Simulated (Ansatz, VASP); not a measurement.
One calculation of Se, two programs

```
CELL_PARAMETERS angstrom
-1.73030 1.73030 1.73030
1.73030 -1.73030 1.73030
1.73030 1.73030 -1.73030
ATOMIC_POSITIONS crystal
Se 0.00000 0.00000 0.00000
```

Alike in both runs: task single point; functional revPBE; k mesh 14 × 14 × 14; occupations fermi-dirac, width 0.1 eV; no spin polarisation.

|  | VASP | Ansatz |
| --- | --- | --- |
| version | VASP 6.6.1 | Ansatz 0.2.0 |
| potentials or method | VASP PAW PBE potentials, release 64 (Se), cutoff 520 eV | plane waves (420 eV) with PAW, scalar-relativistic |
| valence electrons in the cell | 6 | 16 |

```csv
,VASP,Ansatz,Ansatz less VASP
pressure (GPa),0.3,0.3,+0.04
```

VASP's potentials were made for PBE, not for revPBE. The functional is the same, so the differences come from potentials, cutoffs and numerics. VASP's potentials hold 6 valence electrons a cell and Ansatz's 16, so a difference there can come from the potentials and not from the codes.
